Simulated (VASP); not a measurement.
# Y2InSn2 (P4/mbm) in VASP: single point with r2SCAN

Aim: the single point of Y2InSn2 with r2SCAN.

Everything below comes from runs of VASP 6.6.1. Logs are shortened: lines on timing, memory, paths and dates and some standing lists are left out, and cuts for length are marked.

## 1. The cell of the first run

It takes space group P4/mbm (No. 127, tetragonal). The conventional cell has a = 7.732 Å, b = 7.732 Å, c = 4.466 Å, α = 90.00°, β = 90.00°, γ = 90.00°. Y (site symmetry m2m) has 6 Sn at 3.14 to 3.24 Å and 4 In at 3.62 Å and 5 Y at 3.91 to 4.02 Å within 4.1 Å. In (site symmetry 4/m) has 4 Sn at 3.08 Å and 8 Y at 3.62 Å within 4.1 Å. Within 3.5 Å of Sn (site symmetry m2m) lie 1 Sn at 2.63 Å and 2 In at 3.08 Å and 6 Y at 3.14 to 3.24 Å.

## 2. Single point, r2SCAN

Contents of POSCAR:

```
Y2InSn2
1.0
    7.7319810000      0.0000000000      0.0000000000
    0.0000000000      7.7319810000      0.0000000000
    0.0000000000      0.0000000000      4.4663870000
Y In Sn
4 2 4
Direct
    0.1786400000      0.6786400000      0.5000000000
    0.3213600000      0.1786400000      0.5000000000
    0.8213600000      0.3213600000      0.5000000000
    0.6786400000      0.8213600000      0.5000000000
    0.0000000000      0.0000000000      0.0000000000
    0.5000000000      0.5000000000      0.0000000000
    0.3798700000      0.8798700000      0.0000000000
    0.1201300000      0.3798700000      0.0000000000
    0.6201300000      0.1201300000      0.0000000000
    0.8798700000      0.6201300000      0.0000000000
```

Contents of INCAR.step1:

```
PREC = Accurate ; ENCUT = 520
ISMEAR = 1 ; SIGMA = 0.0993
LREAL = False ; LASPH = True
NELM = 80 ; NBANDS = 74
GGA = PE ; ALGO = Normal
EDIFF = 1E-4 ; LWAVE = True
LCHARG = False
```

Contents of INCAR.step2:

```
PREC = Accurate ; ENCUT = 520
EDIFF = 1E-6 ; ISMEAR = 1
SIGMA = 0.0993 ; LREAL = False
LASPH = True ; NELM = 80
ALGO = Normal ; ISIF = 2
LWAVE = False ; LCHARG = False
METAGGA = R2SCAN ; LMIXTAU = True
NBANDS = 74 ; ISTART = 1
```

Contents of KPOINTS:

```
regular mesh
0
Gamma
  3 3 4
```

Potentials or basis: VASP PAW PBE potentials, release 64 (Y_sv, In_d, Sn_d).

Launch:

```console
$ cat potpaw_PBE.64/Y_sv/POTCAR potpaw_PBE.64/In_d/POTCAR potpaw_PBE.64/Sn_d/POTCAR > POTCAR
$ cp INCAR.step1 INCAR
$ mpirun -np 1 vasp_std > vasp.out
$ cp INCAR.step2 INCAR
$ mpirun -np 1 vasp_std > vasp.out
```

OUTCAR:

```text
PREC = Accurate
   ENCUT = 520
   EDIFF = 1E-6
   ISMEAR = 1
   LREAL = False
   LASPH = True
   NELM = 80
   ISIF = 2
   METAGGA = R2SCAN
   ISTART = 1

 ion  position               nearest neighbor table
   1  0.179  0.679  0.500-   7 3.14   7 3.14  10 3.24   8 3.24   8 3.24  10 3.24   6 3.62   6 3.62
                             5 3.62   5 3.62   3 3.91   2 4.02   4 4.02   2 4.02   4 4.02
   2  0.321  0.179  0.500-   8 3.14   8 3.14   9 3.24   7 3.24   7 3.24   9 3.24   6 3.62   6 3.62
                             5 3.62   5 3.62   4 3.91   3 4.02   1 4.02   1 4.02   3 4.02
   3  0.821  0.321  0.500-   9 3.14   9 3.14  10 3.24   8 3.24   8 3.24  10 3.24   6 3.62   6 3.62
                             5 3.62   5 3.62   1 3.91   2 4.02   4 4.02   4 4.02   2 4.02
   4  0.679  0.821  0.500-  10 3.14  10 3.14   7 3.24   7 3.24   9 3.24   9 3.24   6 3.62   6 3.62
                             5 3.62   5 3.62   2 3.91   1 4.02   3 4.02   3 4.02   1 4.02
   5  0.000  0.000  0.000-   7 3.08   8 3.08   9 3.08  10 3.08   1 3.62   2 3.62   3 3.62   4 3.62
                             1 3.62   2 3.62   3 3.62   4 3.62
   6  0.500  0.500  0.000-   7 3.08   8 3.08   9 3.08  10 3.08   1 3.62   2 3.62   3 3.62   4 3.62
                             1 3.62   2 3.62   3 3.62   4 3.62
   7  0.380  0.880  0.000-   9 2.63   6 3.08   5 3.08   1 3.14   1 3.14   2 3.24   4 3.24   2 3.24
                             4 3.24
   8  0.120  0.380  0.000-  10 2.63   6 3.08   5 3.08   2 3.14   2 3.14   1 3.24   1 3.24   3 3.24
                             3 3.24
   9  0.620  0.120  0.000-   7 2.63   6 3.08   5 3.08   3 3.14   3 3.14   2 3.24   2 3.24   4 3.24
                             4 3.24
  10  0.880  0.620  0.000-   8 2.63   6 3.08   5 3.08   4 3.14   4 3.14   3 3.24   1 3.24   3 3.24
                             1 3.24

  LATTYP: Found a simple tetragonal cell.
 ALAT       =     7.7319810000
 C/A-ratio  =     0.5776510573

  Lattice vectors:

 A1 = (   7.7319810000,   0.0000000000,   0.0000000000)
 A2 = (   0.0000000000,   7.7319810000,   0.0000000000)
 A3 = (   0.0000000000,   0.0000000000,   4.4663870000)

Analysis of symmetry for initial positions (statically):
=====================================================================
 Subroutine PRICEL returns:
 Original cell was already a primitive cell.

 Routine SETGRP: Setting up the symmetry group for a
 simple tetragonal supercell.

 Subroutine GETGRP returns: Found 16 space group operations
 (whereof  8 operations were pure point group operations)
 out of a pool of 16 trial point group operations.

The static configuration has the point symmetry C_4h.
 The point group associated with its full space group is D_4h.

Analysis of symmetry for dynamics (positions and initial velocities):
[... 126 lines left out ...]
   EFERMI =   0.00;   METHOD = LEGACY
   ISMEAR =     1;   SIGMA  =   0.10  broadening in eV -4-tet -1-fermi 0-gaus
   EFERMI_NEDOS =   21; number of points for ismear=-14 and -15
   IALGO  =     38    algorithm
   IMIX   =      4    mixing-type and parameters
     AMIX     =   0.40;   BMIX     =  1.00
     AMIX_MAG =   1.60;   BMIX_MAG =  1.00
  volume/ion in A,a.u.               =      26.70       180.19
  Fermi-wavevector in a.u.,A,eV,Ry     =   1.274537  2.408525 22.101903  1.624444
  Thomas-Fermi vector in A             =   2.407299
   LORBIT       =      0    0 simple, 1 ext, 2 COOP (PROOUT), +10 PAW based schemes
   METAGGA = R2SCAN    functional components
   LHFCALC =     F    Hartree Fock is set to
   AEXX    =    0.0000 exact exchange contribution
   IVDW    =     0    specifies the selected vdW correction
   LEPSILON=     F    determine dielectric tensor
   LRPA    =     F    only Hartree local field effects (RPA)
 non-spin polarized calculation
 Methfessel and Paxton  Order N= 1 SIGMA  =   0.10
  energy-cutoff  :      520.00
  volume of cell :      267.02
 maximum number of plane-waves:      7194
 NGX is ok and might be reduce to    60
   NGX = 29   NGY = 29   NGZ = 17

 number of electron     125.9999998 magnetization

 Free energy of the ion-electron system (eV)
  ---------------------------------------------------
  ext. energy  EPLUGINS =         0.00000000
  ---------------------------------------------------
  free energy    TOTEN  =      -231.65912606 eV

  energy without entropy =     -231.65995369  energy(sigma->0) =     -231.65940194

 E-fermi :   6.8861     XC(G=0): -11.0477

 val. band max:        6.7294732659   @ k =   0.0000   0.0000   0.0000
 cond. band min:       6.9351187150   @ k =   0.3333   0.3333   0.2500
 fundamental gap:      0.2056454491
 Fermi energy:         6.8861151542

 k-point     1 :       0.0000    0.0000    0.0000
  band No.  band energies     occupation
      1     -38.0630      2.00000
      2     -38.0536      2.00000
      3     -38.0536      2.00000
      4     -38.0523      2.00000
      5     -17.4824      2.00000
      6     -17.4675      2.00000
[... 682 lines left out ...]
     73       9.5736      0.00000
     74       9.6001      0.00000

------------------------ aborting loop because EDIFF is reached ----------------------------------------

  FORCE on cell =-STRESS in cart. coord.  units (eV):
  Direction    XX          YY          ZZ          XY          YZ          ZX
  --------------------------------------------------------------------------------------
  -------------------------------------------------------------------------------------
  Total        3.0184713      3.0184713     -1.3611905      0.0000000      0.0000000      0.0000000
  in kB       18.1117214     18.1117214     -8.1675462      0.0000000      0.0000000      0.0000000
  external PRESSURE =       9.3519656 kB  Pullay stress =       0.0000000 kB

 VOLUME and BASIS-vectors are now :
 -----------------------------------------------------------------------------
  energy-cutoff  :      520.00
  volume of cell :      267.02
      direct lattice vectors                 reciprocal lattice vectors
     7.731981000  0.000000000  0.000000000     0.129332961  0.000000000  0.000000000
     0.000000000  7.731981000  0.000000000     0.000000000  0.129332961  0.000000000
     0.000000000  0.000000000  4.466387000     0.000000000  0.000000000  0.223894615

 POSITION                                       TOTAL-FORCE (eV/Angst)
 -----------------------------------------------------------------------------------
      1.38124      5.24723      2.23319         0.134374      0.134374     -0.000000
      2.48475      1.38124      2.23319        -0.134374      0.134374      0.000000
      6.35074      2.48475      2.23319        -0.134374     -0.134374      0.000000
      5.24723      6.35074      2.23319         0.134374     -0.134374     -0.000000
      0.00000      0.00000      0.00000        -0.000000      0.000000      0.000000
      3.86599      3.86599      0.00000        -0.000000      0.000000      0.000000
      2.93715      6.80314      0.00000        -1.206634     -1.206634      0.000000
      0.92884      2.93715      0.00000         1.206634     -1.206634     -0.000000
      4.79483      0.92884      0.00000         1.206634      1.206634      0.000000
      6.80314      4.79483      0.00000        -1.206634      1.206634      0.000000
 -----------------------------------------------------------------------------------
    total drift:                                0.000000     -0.000000     -0.000000

  FREE ENERGIE OF THE ION-ELECTRON SYSTEM (eV)
  ---------------------------------------------------
  free  energy   TOTEN  =      -231.6591260609 eV

  energy  without entropy=     -231.6599536892  energy(sigma->0) =     -231.65940194
```

OUTCAR.step1:

```text
PREC = Accurate
   ENCUT = 520
   ISMEAR = 1
   LREAL = False
   LASPH = True
[... 940 lines left out ...]
      2.93715      6.80314      0.00000        -1.245959     -1.245959      0.000000
      0.92884      2.93715      0.00000         1.245959     -1.245959      0.000000
      4.79483      0.92884      0.00000         1.245959      1.245959      0.000000
      6.80314      4.79483      0.00000        -1.245959      1.245959     -0.000000
 -----------------------------------------------------------------------------------
    total drift:                                0.000000     -0.000000     -0.000000

  FREE ENERGIE OF THE ION-ELECTRON SYSTEM (eV)
  ---------------------------------------------------
  free  energy   TOTEN  =       -51.6738924456 eV

  energy  without entropy=      -51.6750488580  energy(sigma->0) =      -51.67427792
```

Run time: 11 min. Hardware: 1 thread of Intel Xeon Platinum 8259CL at 2.50GHz (Skylake/Cascade Lake), shared host; peak memory 0.46 GiB.

What came out:

* Free energy: -231.6591 eV
* Pressure: 0.9 GPa
* Largest force: 1.706 eV/Å
* Band gap on the k mesh: zero (bands 63 and 64 overlap by 0.92 eV)

Forces in eV/Å, atoms in the order of the input:
```
Y    0.134  0.134  0.000
Y   -0.134  0.134  0.000
Y   -0.134 -0.134  0.000
Y    0.134 -0.134  0.000
In   0.000  0.000  0.000
In   0.000  0.000  0.000
Sn  -1.207 -1.207  0.000
Sn   1.207 -1.207  0.000
Sn   1.207  1.207  0.000
Sn  -1.207  1.207  0.000
```

Levels at points of the mesh, in eV from the Fermi level:
| k point | band 61 | band 62 | band 63 | band 64 | band 65 | band 66 |
| --- | --- | --- | --- | --- | --- | --- |
| (0.00, 0.00, 0.00) | -0.67 | -0.38 | -0.33 | -0.33 | -0.16 | 0.84 |
| (0.00, 0.00, 0.50) | -1.87 | -0.19 | 0.30 | 0.62 | 0.62 | 0.78 |

Caveat: the PAW data sets were made with another functional, which shifts forces and pressure a little; spin-orbit coupling is left out, which moves the levels of the heavy elements.
